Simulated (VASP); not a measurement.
# KF (Carobbiite) (Fm-3m) in VASP: density of states with PBE+D3(BJ)

Aim: the density of states of KF (Carobbiite) with PBE+D3(BJ).

Everything below comes from runs of VASP 6.6.1. Logs are shortened: lines on timing, memory, paths and dates and some standing lists are left out, and cuts for length are marked.

## 1. The cell of the first run

It takes space group Fm-3m (No. 225, cubic). Conventional cell: a = 4.961 Å, b = 4.961 Å, c = 4.961 Å, α = 90.00°, β = 90.00°, γ = 90.00°. K (site symmetry m-3m) has 6 F at 2.48 Å within 3.3 Å. Within 3.3 Å of F (site symmetry m-3m) lie 6 K at 2.48 Å.

## 2. Density of states, PBE+D3(BJ), collinear spin, ferromagnetic start (volume scaled by 0.8)

POSCAR reads:

```
KF
1.0
    0.0000000000      2.4803258250      2.4803258250
    2.4803258250      0.0000000000      2.4803258250
    2.4803258250      2.4803258250      0.0000000000
K F
1 1
Direct
    0.0000000000      0.0000000000      0.0000000000
    0.5000000000      0.5000000000      0.5000000000
```

INCAR.step1 reads:

```
SYSTEM = KF
PREC = Accurate
ENCUT = 520
EDIFF = 1E-6
ISMEAR = 0
SIGMA = 0.1
LREAL = .False.
LASPH = .True.
NELM = 150
ALGO = Normal
ISIF = 2
LWAVE = .False.
LCHARG = .True.
ISPIN = 2
MAGMOM = 1 0
NUPDOWN = 1.0
GGA = PE
IVDW = 12
NBANDS = 19
```

KPOINTS.step1 reads:

```
regular mesh
0
Gamma
  9 9 9
  0 0 0
```

INCAR.step2 reads:

```
SYSTEM = KF
PREC = Accurate
ENCUT = 520
EDIFF = 1E-6
ISMEAR = -5
SIGMA = 0.1
LREAL = .False.
LASPH = .True.
NELM = 150
ALGO = Normal
ISIF = 2
LWAVE = .False.
LCHARG = .False.
ISPIN = 2
MAGMOM = 1 0
LORBIT = 10
NUPDOWN = 1.0
GGA = PE
IVDW = 12
NEDOS = 1001
ICHARG = 11
```

KPOINTS.step2 reads:

```
regular mesh
0
Gamma
  14 14 14
  0 0 0
```

Potentials or basis: VASP PAW PBE potentials, release 64 (K_sv, F).

The run is started by

```
$ cat potpaw_PBE.64/K_sv/POTCAR potpaw_PBE.64/F/POTCAR > POTCAR
$ cp INCAR.step1 INCAR
$ cp KPOINTS.step1 KPOINTS
$ mpirun -np 1 vasp_std > vasp.out
$ cp INCAR.step2 INCAR
$ cp KPOINTS.step2 KPOINTS
$ mpirun -np 1 vasp_std > vasp.out
```

OUTCAR:

```text
SYSTEM = KF
   PREC = Accurate
   ENCUT = 520
   EDIFF = 1E-6
   ISMEAR = -5
   LREAL = .False.
   LASPH = .True.
   NELM = 150
   ISIF = 2
   ISPIN = 2
   LORBIT = 10
   NUPDOWN = 1.0
   GGA = PE
   IVDW = 12
   ICHARG = 11
 IVDW          = 12

 ion  position               nearest neighbor table
   1  0.000  0.000  0.000-   2 2.48   2 2.48   2 2.48   2 2.48   2 2.48   2 2.48
   2  0.500  0.500  0.500-   1 2.48   1 2.48   1 2.48   1 2.48   1 2.48   1 2.48

  LATTYP: Found a face centered cubic cell.
 ALAT       =     4.9606516500

  Lattice vectors:

 A1 = (   0.0000000000,   2.4803258250,   2.4803258250)
 A2 = (   2.4803258250,   0.0000000000,   2.4803258250)
 A3 = (   2.4803258250,   2.4803258250,   0.0000000000)

Analysis of symmetry for initial positions (statically):
=====================================================================
 Subroutine PRICEL returns:
 Original cell was already a primitive cell.

 Routine SETGRP: Setting up the symmetry group for a
 face centered cubic supercell.

 Subroutine GETGRP returns: Found 48 space group operations
[... 9 lines left out ...]

 Routine SETGRP: Setting up the symmetry group for a
 face centered cubic supercell.

 Subroutine GETGRP returns: Found 48 space group operations
 (whereof 48 operations were pure point group operations)
 out of a pool of 48 trial point group operations.

The dynamic configuration has the point symmetry O_h .

Analysis of structural, dynamic, and magnetic symmetry:
=====================================================================
 Subroutine PRICEL returns:
 Original cell was already a primitive cell.

 Routine SETGRP: Setting up the symmetry group for a
 face centered cubic supercell.

 Subroutine GETGRP returns: Found 48 space group operations
 (whereof 48 operations were pure point group operations)
 out of a pool of 48 trial point group operations.

The overall configuration has the point symmetry O_h .

 Subroutine INISYM returns: Found 48 space group operations
[... 5 lines left out ...]
                                     Primitive cell

  volume of cell :      30.5180

  direct lattice vectors                    reciprocal lattice vectors
     0.000000000  2.480325825  2.480325825    -0.201586419  0.201586419  0.201586419
     2.480325825  0.000000000  2.480325825     0.201586419 -0.201586419  0.201586419
     2.480325825  2.480325825  0.000000000     0.201586419  0.201586419 -0.201586419

  length of vectors
     3.507710421  3.507710421  3.507710421     0.349157919  0.349157919  0.349157919

  position of ions in fractional coordinates (direct lattice)
     0.000000000  0.000000000  0.000000000
     0.500000000  0.500000000  0.500000000

  ion indices of the primitive-cell ions
   primitive index   ion index
                 1           1
                 2           2

----------------------------------------------------------------------------------------

 KPOINTS: regular mesh

Automatic generation of k-mesh.
 Grid dimensions read from file:
 generate k-points for:   14   14   14

 Generating k-lattice:

  Cartesian coordinates                     Fractional coordinates (reciprocal lattice)
    -0.014399030  0.014399030  0.014399030     0.071428571  0.000000000  0.000000000
     0.014399030 -0.014399030  0.014399030     0.000000000  0.071428571  0.000000000
     0.014399030  0.014399030 -0.014399030     0.000000000  0.000000000  0.071428571

  Length of vectors
     0.024939851  0.024939851  0.024939851

  Shift w.r.t. Gamma in fractional coordinates (k-lattice)
     0.000000000  0.000000000  0.000000000

 TETIRR: Found    389 inequivalent tetrahedra from    16464

 Subroutine IBZKPT returns following result:
 ===========================================

 Found    104 irreducible k-points:

 Following reciprocal coordinates:
            Coordinates               Weight
  0.000000  0.000000  0.000000      1.000000
  0.071429  0.000000  0.000000      8.000000
  0.142857  0.000000  0.000000      8.000000
  0.214286  0.000000  0.000000      8.000000
  0.285714  0.000000  0.000000      8.000000
  0.357143  0.000000  0.000000      8.000000
[... 16 lines left out ...]
  0.214286  0.142857  0.000000     24.000000
  0.285714  0.142857  0.000000     24.000000
 [... further k-points ...]
   k-points           NKPTS =    104   k-points in BZ     NKDIM =    104   number of bands    NBANDS=     13
   number of dos      NEDOS =   1001   number of ions     NIONS =      2
   total plane-waves  NPLWV =  21952
   dimension x,y,z NGX =    28 NGY =   28 NGZ =   28
   dimension x,y,z NGXF=    56 NGYF=   56 NGZF=   56
   ions per type =               1   1
   NGX,Y,Z   is equivalent  to a cutoff of  13.27, 13.27, 13.27 a.u.
   NGXF,Y,Z  is equivalent  to a cutoff of  26.54, 26.54, 26.54 a.u.
 SYSTEM =  KF
   PREC   = accura    normal or accurate (medium, high low for compatibility)
   ISTART =      0    job   : 0-new  1-cont  2-samecut
   ICHARG =     11    charge: 1-file 2-atom 10-const
   ISPIN  =      2    spin polarized calculation?
   LNONCOLLINEAR =      F non collinear calculations
   LSORBIT =      F    spin-orbit coupling
   LASPH  =      T    aspherical Exc in radial PAW
   ENCUT  =  520.0 eV  38.22 Ry    6.18 a.u.   6.52  6.52  6.52*2*pi/ulx,y,z
   NELM   =    150;   NELMIN=  2; NELMDL=  0     # of ELM steps
   EDIFF  = 0.1E-05   stopping-criterion for ELM
   LREAL  =      F    real-space projection
   EDIFFG = 0.1E-04   stopping-criterion for IOM
   NSW    =      0    number of steps for IOM
   IBRION =     -1    ionic relax: 0-MD 1-quasi-New 2-CG
   NFREE  =      0    steps in history (QN), initial steepest desc. (CG)
   ISIF   =      2    stress and relaxation
   ISYM   =      2    0-nonsym 1-usesym 2-fastsym
   POTIM  = 0.5000    time-step for ionic-motion
   TEBEG  =    0.0;   TEEND  =   0.0 temperature during run
   PSTRESS=    0.0 pullay stress
   NELECT =      16.0000    total number of electrons
   NUPDOWN=       1.0000    fix difference up-down
   EMIN   =  10.00;   EMAX   =-10.00  energy-range for DOS
   EFERMI =   0.00;   METHOD = LEGACY
   ISMEAR =    -5;   SIGMA  =   0.10  broadening in eV -4-tet -1-fermi 0-gaus
   EFERMI_NEDOS =   21; number of points for ismear=-14 and -15
   IALGO  =     38    algorithm
   IMIX   =      4    mixing-type and parameters
     AMIX     =   0.40;   BMIX     =  1.00
     AMIX_MAG =   1.60;   BMIX_MAG =  1.00
  volume/ion in A,a.u.               =      15.26       102.97
  Fermi-wavevector in a.u.,A,eV,Ry     =   1.320067  2.494566 23.709211  1.742578
  Thomas-Fermi vector in A             =   2.449920
   LORBIT       =     10    0 simple, 1 ext, 2 COOP (PROOUT), +10 PAW based schemes
   GGA     = PE    functional components
   LHFCALC =     F    Hartree Fock is set to
   AEXX    =    0.0000 exact exchange contribution
   IVDW    =    12    specifies the selected vdW correction
   LEPSILON=     F    determine dielectric tensor
   LRPA    =     F    only Hartree local field effects (RPA)
 spin polarized calculation
 Fermi weights with tetrahedron method with Bloechl corrections
  energy-cutoff  :      520.00
  volume of cell :       30.52
 maximum number of plane-waves:       869
 NGX is ok and might be reduce to    28

 number of electron      16.0000002 magnetization       1.0000000

 Free energy of the ion-electron system (eV)
  ---------------------------------------------------
  ext. energy  EPLUGINS =         0.00000000
  ---------------------------------------------------
  free energy    TOTEN  =        -3.27731634 eV

  energy without entropy =       -3.27731634  energy(sigma->0) =       -3.27731634

 E-fermi :  -3.4178     XC(G=0):  -9.8367

 val. band max:        6.7258516301   @ k =   0.4286   0.2143   0.0000
 cond. band min:      -3.4337133221   @ k =  -0.3571   0.3571   0.1429
 fundamental gap:    -10.1595649522
 Fermi energy:         6.7940466767

 spin component 1

 k-point     1 :       0.0000    0.0000    0.0000
  band No.  band energies     occupation
      1     -27.6305      1.00000
      2     -23.0367      1.00000
      3     -10.5751      1.00000
      4     -10.5751      1.00000
      5     -10.5751      1.00000
      6      -4.2082      1.00000
      7      -4.2082      1.00000
      8      -4.2082      1.00000
      9       4.3622      1.00000
     10       8.9040      0.00000
     11       8.9040      0.00000
     12       8.9040      0.00000
     13      11.1193      0.00000
[... 353 lines left out ...]
 k-point    24 :       0.2857    0.1429    0.0000
  band No.  band energies     occupation
      1     -27.4303      1.00000
      2     -23.2086      1.00000
      3     -10.8587      1.00000
      4     -10.7270      1.00000
      5     -10.6589      1.00000
      6      -4.8024      1.00000
      7      -4.3389      1.00000
      8      -4.2946      1.00000
      9       6.2398      1.00000
     10       7.3441      0.00000
     11      10.2775      0.00000
     12      10.3904      0.00000
     13      11.8013      0.00000

 [... further k-points ...]

 spin component 2

 k-point     1 :       0.0000    0.0000    0.0000
  band No.  band energies     occupation
      1     -27.4215      1.00000
      2     -22.2338      1.00000
      3     -10.3904      1.00000
      4     -10.3904      1.00000
      5     -10.3904      1.00000
      6      -3.4066      0.96462
      7      -3.4066      0.18899
      8      -3.4066      0.18892
      9       5.3435      0.00000
     10       9.3576      0.00000
     11       9.3576      0.00000
     12       9.3576      0.00000
     13      11.3054      0.00000
[... 353 lines left out ...]
 k-point    24 :       0.2857    0.1429    0.0000
  band No.  band energies     occupation
      1     -27.2394      1.00000
      2     -22.3957      1.00000
      3     -10.6482      1.00000
      4     -10.5351      1.00000
      5     -10.4683      1.00000
      6      -4.0153      1.00000
      7      -3.5479      1.00000
      8      -3.5044      1.08822
      9       7.2098      0.00000
     10       8.1080      0.00000
     11      10.7168      0.00000
     12      10.8183      0.00000
     13      12.1309      0.00000

 [... further k-points ...]

------------------------ aborting loop because EDIFF is reached ----------------------------------------

 Edisp (eV)   -0.39723

 E8    (eV) :    -0.1881

  FORCE on cell =-STRESS in cart. coord.  units (eV):
  Direction    XX          YY          ZZ          XY          YZ          ZX
  --------------------------------------------------------------------------------------
  -------------------------------------------------------------------------------------
  Total       3.82937     3.82937     3.82937     0.00000     0.00000     0.00000
  in kB     201.03984   201.03984   201.03984     0.00000     0.00000     0.00000
  external pressure =      201.04 kB  Pullay stress =        0.00 kB

 VOLUME and BASIS-vectors are now :
 -----------------------------------------------------------------------------
  energy-cutoff  :      520.00
  volume of cell :       30.52
      direct lattice vectors                 reciprocal lattice vectors
     0.000000000  2.480325825  2.480325825    -0.201586419  0.201586419  0.201586419
     2.480325825  0.000000000  2.480325825     0.201586419 -0.201586419  0.201586419
     2.480325825  2.480325825  0.000000000     0.201586419  0.201586419 -0.201586419

 POSITION                                       TOTAL-FORCE (eV/Angst)
 -----------------------------------------------------------------------------------
      0.00000      0.00000      0.00000         0.000000      0.000000      0.000000
      2.48033      2.48033      2.48033        -0.000000     -0.000000     -0.000000
 -----------------------------------------------------------------------------------
    total drift:                                0.000000      0.000000      0.000000

  FREE ENERGIE OF THE ION-ELECTRON SYSTEM (eV)
  ---------------------------------------------------
  free  energy   TOTEN  =        -3.6745429027 eV

  energy  without entropy=       -3.6745429027  energy(sigma->0) =       -3.67454290

 total charge

# of ion       s       p       d       tot
------------------------------------------
    1        1.987   5.557   0.138   7.682
    2        1.759   4.221   0.000   5.980
--------------------------------------------------
tot          3.746   9.779   0.138  13.662

 magnetization (x)

# of ion       s       p       d       tot
------------------------------------------
    1        0.025   0.044   0.098   0.168
    2        0.011   0.415   0.000   0.426
--------------------------------------------------
tot          0.036   0.459   0.098   0.594
```

Wall time 66 s (1 thread of Intel Xeon Platinum 8488C (Sapphire Rapids), shared host); peak memory 0.22 GiB.

Results:

```
Net moment                                            : 1.00 μB per cell
Site moments                                          : K +0.17; F +0.43 μB
Valence electrons inside the program's atomic spheres : K 7.68; F 5.98
Dispersion energy per atom                            : -0.199 eV
```

Caveat: three body term missing; the total moment is fixed, so each spin has its own Fermi level.
